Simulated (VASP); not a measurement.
# Si8N (a cell with a defect) in VASP: further runs

Runs on Si8N (a cell with a defect). Level: PBE. Tasks: single point.

All numbers are computed with VASP 6.6.1; they aren't measurements. Logs are shortened: lines on timing, memory, paths and dates and some standing lists are left out, and cuts for length are marked.

## 1. The cell of the first run

The cell holds a defect, 9 atoms: a = 5.770 Å, b = 5.770 Å, c = 5.770 Å, α = 109.85°, β = 109.85°, γ = 109.85°.

## 2. Single point, PBE

Input file INCAR:

```
  PREC = Accurate
  ENCUT = 520
  EDIFF = 1E-7
  ISMEAR = 0
  SIGMA = 0.15
  LREAL = False
  LASPH = True
  NELM = 100
  ALGO = Normal
  ISIF = 2
  LWAVE = False
  LCHARG = True
  GGA = PE
  LELF = True
  LVHAR = True
  NBANDS = 28
```

Input file KPOINTS:

```
regular mesh
0
Gamma
  6 6 6
```

Input file POSCAR:

```
Si8N
1.0
    4.7218258405      2.7261474201      1.8874557466
   -4.7218258405      2.7261474201      1.8874557466
    0.0000000000     -5.4522948402      1.8874557466
Si N
8 1
Direct
    0.0198044603      0.7179030939      0.5216794332
    0.9801955397      0.2820969061      0.4783205668
    0.7140043589      0.7140043589      0.7140043589
    0.2820969061      0.4783205668      0.9801955397
    0.4783205668      0.9801955397      0.2820969061
    0.7179030939      0.5216794332      0.0198044603
    0.2859956411      0.2859956411      0.2859956411
    0.5216794332      0.0198044603      0.7179030939
    0.4679030939      0.5216794332     -0.2301955397
```

Potentials or basis: VASP PAW PBE potentials, release 64 (Si, N).

Command:

```console
> cat potpaw_PBE.64/Si/POTCAR potpaw_PBE.64/N/POTCAR > POTCAR
> mpirun -np 1 vasp_std > vasp.out
```

OUTCAR:

```text
PREC = Accurate
   ENCUT = 520
   EDIFF = 1E-7
   ISMEAR = 0
   LREAL = False
   LASPH = True
   NELM = 100
   ISIF = 2
   GGA = PE

 ion  position               nearest neighbor table
   1  0.020  0.718  0.522-   2 2.36   3 2.38   8 2.39   6 2.39
   2  0.980  0.282  0.478-   9 2.29   1 2.36   7 2.38   5 2.39   4 2.39
   3  0.714  0.714  0.714-   9 1.68   8 2.38   1 2.38   6 2.38   7 2.42
   4  0.282  0.478  0.980-   9 1.90   6 2.36   7 2.38   5 2.39   2 2.39
   5  0.478  0.980  0.282-   8 2.36   7 2.38   4 2.39   2 2.39
   6  0.718  0.522  0.020-   9 1.66   4 2.36   3 2.38   8 2.39   1 2.39
   7  0.286  0.286  0.286-   9 2.28   5 2.38   2 2.38   4 2.38   3 2.42
   8  0.522  0.020  0.718-   5 2.36   3 2.38   6 2.39   1 2.39
   9  0.468  0.522  0.770-   6 1.66   3 1.68   4 1.90   7 2.28   2 2.29

  LATTYP: Found a trigonal (rhomboedric) cell.
 ALAT       =     5.7697494070
 COS(alpha) =    -0.3394793489

  Lattice vectors:

 A1 = (   4.7218258405,   2.7261474201,   1.8874557466)
 A2 = (  -4.7218258405,   2.7261474201,   1.8874557466)
 A3 = (   0.0000000000,  -5.4522948402,   1.8874557466)

Analysis of symmetry for initial positions (statically):
=====================================================================
 Subroutine PRICEL returns:
 Original cell was already a primitive cell.

 Routine SETGRP: Setting up the symmetry group for a
 trigonal (rhombohedral) supercell.

 Subroutine GETGRP returns: Found  1 space group operations
 (whereof  1 operations were pure point group operations)
 out of a pool of 12 trial point group operations.

The static configuration has the point symmetry C_1 .

Analysis of symmetry for dynamics (positions and initial velocities):
=====================================================================
 Subroutine PRICEL returns:
 Original cell was already a primitive cell.

 Routine SETGRP: Setting up the symmetry group for a
 trigonal (rhombohedral) supercell.

 Subroutine GETGRP returns: Found  1 space group operations
 (whereof  1 operations were pure point group operations)
 out of a pool of 12 trial point group operations.

The dynamic configuration has the point symmetry C_1 .

 Subroutine INISYM returns: Found  1 space group operations
 (whereof  1 operations are pure point group operations),
 and found     1 'primitive' translations

----------------------------------------------------------------------------------------

                                     Primitive cell

  volume of cell :     145.7764

  direct lattice vectors                    reciprocal lattice vectors
     4.721825841  2.726147420  1.887455747     0.105891241  0.061136337  0.176604582
    -4.721825841  2.726147420  1.887455747    -0.105891241  0.061136337  0.176604582
     0.000000000 -5.452294840  1.887455747     0.000000000 -0.122272673  0.176604582

  length of vectors
     5.769749407  5.769749407  5.769749407     0.214801734  0.214801734  0.214801734

  position of ions in fractional coordinates (direct lattice)
     0.019804460  0.717903094  0.521679433
     0.980195540  0.282096906  0.478320567
     0.714004359  0.714004359  0.714004359
     0.282096906  0.478320567  0.980195540
     0.478320567  0.980195540  0.282096906
     0.717903094  0.521679433  0.019804460
     0.285995641  0.285995641  0.285995641
     0.521679433  0.019804460  0.717903094
     0.467903094  0.521679433  0.769804460

  ion indices of the primitive-cell ions
   primitive index   ion index
                 1           1
                 2           2
                 3           3
                 4           4
                 5           5
                 6           6
                 7           7
                 8           8
                 9           9

----------------------------------------------------------------------------------------

 KPOINTS: regular mesh

Automatic generation of k-mesh.
 Grid dimensions read from file:
 generate k-points for:    6    6    6

 Generating k-lattice:

  Cartesian coordinates                     Fractional coordinates (reciprocal lattice)
     0.017648540  0.010189389  0.029434097     0.166666667  0.000000000  0.000000000
    -0.017648540  0.010189389  0.029434097     0.000000000  0.166666667  0.000000000
     0.000000000 -0.020378779  0.029434097     0.000000000  0.000000000  0.166666667

  Length of vectors
     0.035800289  0.035800289  0.035800289

  Shift w.r.t. Gamma in fractional coordinates (k-lattice)
     0.000000000  0.000000000  0.000000000

 Subroutine IBZKPT returns following result:
 ===========================================

 Found    112 irreducible k-points:

 Following reciprocal coordinates:
            Coordinates               Weight
  0.000000  0.000000  0.000000      1.000000
  0.166667  0.000000 -0.000000      2.000000
  0.000000  0.166667 -0.000000      2.000000
 -0.000000 -0.000000  0.166667      2.000000
  0.333333  0.000000  0.000000      2.000000
  0.000000  0.333333  0.000000      2.000000
[... 16 lines left out ...]
 -0.166667  0.500000  0.000000      2.000000
  0.166667  0.000000  0.500000      2.000000
 [... further k-points ...]
   k-points           NKPTS =    112   k-points in BZ     NKDIM =    112   number of bands    NBANDS=     28
   number of dos      NEDOS =    301   number of ions     NIONS =      9
   total plane-waves  NPLWV = 110592
   dimension x,y,z NGX =    48 NGY =   48 NGZ =   48
   dimension x,y,z NGXF=    96 NGYF=   96 NGZF=   96
   ions per type =               8   1
   NGX,Y,Z   is equivalent  to a cutoff of  13.83, 13.83, 13.83 a.u.
   NGXF,Y,Z  is equivalent  to a cutoff of  27.66, 27.66, 27.66 a.u.
 SYSTEM =  unknown system
   PREC   = accura    normal or accurate (medium, high low for compatibility)
   ISTART =      0    job   : 0-new  1-cont  2-samecut
   ICHARG =      2    charge: 1-file 2-atom 10-const
   ISPIN  =      1    spin polarized calculation?
   LNONCOLLINEAR =      F non collinear calculations
   LSORBIT =      F    spin-orbit coupling
   LASPH  =      T    aspherical Exc in radial PAW
   ENCUT  =  520.0 eV  38.22 Ry    6.18 a.u.  10.73 10.73 10.73*2*pi/ulx,y,z
   NELM   =    100;   NELMIN=  2; NELMDL= -5     # of ELM steps
   EDIFF  = 0.1E-06   stopping-criterion for ELM
   LREAL  =      F    real-space projection
   EDIFFG = 0.1E-05   stopping-criterion for IOM
   NSW    =      0    number of steps for IOM
   IBRION =     -1    ionic relax: 0-MD 1-quasi-New 2-CG
   NFREE  =      0    steps in history (QN), initial steepest desc. (CG)
   ISIF   =      2    stress and relaxation
   ISYM   =      2    0-nonsym 1-usesym 2-fastsym
   POTIM  = 0.5000    time-step for ionic-motion
   TEBEG  =    0.0;   TEEND  =   0.0 temperature during run
   PSTRESS=    0.0 pullay stress
   NELECT =      37.0000    total number of electrons
   NUPDOWN=      -1.0000    fix difference up-down
   EMIN   =  10.00;   EMAX   =-10.00  energy-range for DOS
   EFERMI =   0.00;   METHOD = LEGACY
   ISMEAR =     0;   SIGMA  =   0.15  broadening in eV -4-tet -1-fermi 0-gaus
   EFERMI_NEDOS =   21; number of points for ismear=-14 and -15
   IALGO  =     38    algorithm
   IMIX   =      4    mixing-type and parameters
     AMIX     =   0.40;   BMIX     =  1.00
     AMIX_MAG =   1.60;   BMIX_MAG =  1.00
  volume/ion in A,a.u.               =      16.20       109.31
  Fermi-wavevector in a.u.,A,eV,Ry     =   1.036525  1.958748 14.617873  1.074383
  Thomas-Fermi vector in A             =   2.170919
   LORBIT       =      0    0 simple, 1 ext, 2 COOP (PROOUT), +10 PAW based schemes
   GGA     = PE    functional components
   LHFCALC =     F    Hartree Fock is set to
   AEXX    =    0.0000 exact exchange contribution
   IVDW    =     0    specifies the selected vdW correction
   LEPSILON=     F    determine dielectric tensor
   LRPA    =     F    only Hartree local field effects (RPA)
 non-spin polarized calculation
 Gauss-broadening in eV      SIGMA  =   0.15
  energy-cutoff  :      520.00
  volume of cell :      145.78
 maximum number of plane-waves:      3961
 NGX is ok and might be reduce to    48
   NGX = 21   NGY = 21   NGZ = 21

 number of electron      36.9999999 magnetization

 Free energy of the ion-electron system (eV)
  ---------------------------------------------------
  ext. energy  EPLUGINS =         0.00000000
  ---------------------------------------------------
  free energy    TOTEN  =       -46.89183118 eV

  energy without entropy =      -46.84952878  energy(sigma->0) =      -46.87067998

 E-fermi :   7.5104     XC(G=0): -10.2526

 val. band max:        7.5064123321   @ k =   0.1667   0.1667   0.5000
 cond. band min:       7.5111125807   @ k =   0.3333   0.1667  -0.1667
 fundamental gap:      0.0047002486
 Fermi energy:         7.5103547874

 k-point     1 :       0.0000    0.0000    0.0000
  band No.  band energies     occupation
      1     -10.9688      2.00000
      2      -4.1755      2.00000
      3      -3.1061      2.00000
      4      -2.1616      2.00000
      5      -0.5465      2.00000
      6      -0.1148      2.00000
[... 20 lines left out ...]
     27      12.3442      0.00000
     28      12.8617      0.00000

 k-point     2 :       0.1667    0.0000   -0.0000
  band No.  band energies     occupation
      1     -10.9589      2.00000
      2      -4.1664      2.00000
      3      -3.0994      2.00000
      4      -2.1862      2.00000
      5      -0.9563      2.00000
      6      -0.3098      2.00000
[... 20 lines left out ...]
     27      12.0192      0.00000
     28      12.4621      0.00000

 k-point     3 :       0.0000    0.1667   -0.0000
  band No.  band energies     occupation
      1     -10.9593      2.00000
      2      -4.0937      2.00000
      3      -3.1396      2.00000
      4      -2.2936      2.00000
      5      -1.1105      2.00000
      6      -0.4618      2.00000
[... 616 lines left out ...]
      3      -3.3505      2.00000
      4      -2.9855      2.00000
      5      -1.9802      2.00000
      6      -0.5235      2.00000
[... 20 lines left out ...]
     27      11.6245      0.00000
     28      12.3466      0.00000

 k-point    24 :       0.1667    0.0000    0.5000
  band No.  band energies     occupation
      1     -10.9203      2.00000
      2      -4.4185      2.00000
      3      -3.2093      2.00000
      4      -1.9083      2.00000
      5      -1.6385      2.00000
      6      -0.4319      2.00000
[... 20 lines left out ...]
     27      11.6987      0.00000
     28      11.9517      0.00000

 [... further k-points ...]

------------------------ aborting loop because EDIFF is reached ----------------------------------------

  FORCE on cell =-STRESS in cart. coord.  units (eV):
  Direction    XX          YY          ZZ          XY          YZ          ZX
  --------------------------------------------------------------------------------------
  -------------------------------------------------------------------------------------
  Total        8.8418127     10.6715450      4.8743506     -2.4638263      0.3733969      2.7937437
  in kB       97.1772403    117.2871816     53.5722660    -27.0790449      4.1038736     30.7050499
  external PRESSURE =      89.3455627 kB  Pullay stress =       0.0000000 kB

 VOLUME and BASIS-vectors are now :
 -----------------------------------------------------------------------------
  energy-cutoff  :      520.00
  volume of cell :      145.78
      direct lattice vectors                 reciprocal lattice vectors
     4.721825841  2.726147420  1.887455747     0.105891241  0.061136337  0.176604582
    -4.721825841  2.726147420  1.887455747    -0.105891241  0.061136337  0.176604582
     0.000000000 -5.452294840  1.887455747     0.000000000 -0.122272673  0.176604582

 POSITION                                       TOTAL-FORCE (eV/Angst)
 -----------------------------------------------------------------------------------
     -3.29630     -0.83325      2.37704        -0.123655      0.044474      0.227785
      3.29630      0.83325      3.28533        -0.225945     -0.153820     -0.633725
      0.00000      0.00000      4.04295        -1.066124      3.060154      1.514813
     -0.92653     -3.27130      3.28533        -1.559470     -0.090603     -0.425060
     -2.36977      2.43805      3.28533        -0.286835     -0.030672     -0.037930
      0.92653      3.27130      2.37704         4.580051     -1.725142      1.753808
      0.00000      0.00000      1.61941         0.512602      0.185876     -0.858972
      2.36977     -2.43805      2.37704         0.180951      0.274226      0.480748
     -0.25392     -1.49945      3.32077        -2.011575     -1.564493     -2.021467
 -----------------------------------------------------------------------------------
    total drift:                                0.000095     -0.000013     -0.000198

  FREE ENERGIE OF THE ION-ELECTRON SYSTEM (eV)
  ---------------------------------------------------
  free  energy   TOTEN  =       -46.8918311842 eV

  energy  without entropy=      -46.8495287798  energy(sigma->0) =      -46.87067998
```

Wall time 4.2 min (1 thread of Intel Xeon 6975P-C (Granite Rapids), shared host); peak memory 0.53 GiB.

Results:

```yaml
Free_energy: -46.8918 eV
Pressure: 8.9 GPa
Largest_force: 5.199 eV/Å
Band_gap_on_the_k_mesh: zero (an odd number of electrons rules out a gap without spin polarisation)
```

Forces on the atoms (eV/Å):
```
Si  -0.124  0.044  0.228
Si  -0.226 -0.154 -0.634
Si  -1.066  3.060  1.515
Si  -1.559 -0.091 -0.425
Si  -0.287 -0.031 -0.038
Si   4.580 -1.725  1.754
Si   0.513  0.186 -0.859
Si   0.181  0.274  0.481
N   -2.012 -1.564 -2.021
```

Stress tensor (GPa, compression positive):
```
 9.72 -2.71  3.07
-2.71 11.73  0.41
 3.07  0.41  5.36
```

Levels at points of the mesh, in eV from the Fermi level:
```
           k point  band 17  band 18  band 19  band 20  band 21  band 22
(0.00, 0.00, 0.00)    -0.98    -0.18     0.57     0.86     1.71     2.22
(0.50, 0.00, 0.00)    -1.09    -0.75     0.26     0.38     0.96     1.80
(0.00, 0.50, 0.00)    -1.59    -0.59    -0.12     0.51     0.87     1.84
(0.00, 0.00, 0.50)    -1.14    -0.66     0.00     0.34     1.30     1.62
(0.50, 0.50, 0.00)    -1.49    -0.58     0.26     0.40     0.90     1.62
(0.50, 0.00, 0.50)    -1.61    -1.41     0.26     0.85     1.00     1.47
(0.00, 0.50, 0.50)    -1.54    -0.81    -0.11     0.77     0.90     1.96
(0.50, 0.50, 0.50)    -1.11    -0.41     0.81     1.20     1.92     2.29
```

(Continued in part 2 of 2.)
